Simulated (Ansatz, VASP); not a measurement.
## Two plane-wave programs on SiC

File INCAR:

```
SYSTEM = SiC
  ALGO = Normal
  EDIFF = 1E-6
  ENCUT = 520
  GGA = PE
  ISIF = 2
  ISMEAR = 0
  LASPH = .TRUE.
  LCHARG = .FALSE.
  LREAL = .FALSE.
  LWAVE = .FALSE.
  NBANDS = 11
  NELM = 60
  PREC = Accurate
  SIGMA = 0.05
```

KPOINTS

```
k-points
0
G
  18 18 18
  0 0 0
```

The input POSCAR:

```
SiC
1.0
    0.0000000000      2.0984917885      2.0984917885
    2.0984917885      0.0000000000      2.0984917885
    2.0984917885      2.0984917885      0.0000000000
Si C
1 1
Direct
    0.0000000000      0.0000000000      0.0000000000
    0.2500000000      0.2500000000      0.2500000000
```

Input for Ansatz:

```yaml
crystal:
  lattice:
    - [0.0, 2.0984917885, 2.0984917885]
    - [2.0984917885, 0.0, 2.0984917885]
    - [2.0984917885, 2.0984917885, 0.0]
  atoms:
    - { symbol: Si, position: [0.0, 0.0, 0.0] }
    - { symbol: C, position: [0.25, 0.25, 0.25] }
basis:
  ecutwfc: 420
  ecutrho_ratio: 4
kpoints:
  mp_grid: { grid: [18, 18, 18] }
hamiltonian:
  xc: pbe
scf:
  occupations: { method: gaussian, width: 0.05 }
output:
  forces: true
  stress: true
  eigenvalues: true
```

Alike in both runs: task single point; functional PBE; k mesh 18 × 18 × 18; occupations gaussian, width 0.05 eV; no spin polarisation.

|  | VASP | Ansatz |
| --- | --- | --- |
| version | VASP 6.6.1 | Ansatz 0.2.0 |
| potentials or method | VASP PAW PBE potentials, release 64 (Si, C), cutoff 520 eV | scalar-relativistic, plane waves, PAW |
| valence electrons in the cell | 8 | 8 |

|  | VASP | Ansatz | Ansatz less VASP |
| --- | --- | --- | --- |
| gap on the k mesh at the Fermi level (eV) | 1.24 | 1.25 | +0.004 |
| least direct gap on the mesh (eV) | 4.64 | 4.65 | +0.007 |

With one functional, cell and mesh, what is left measures potentials, basis and numerics.
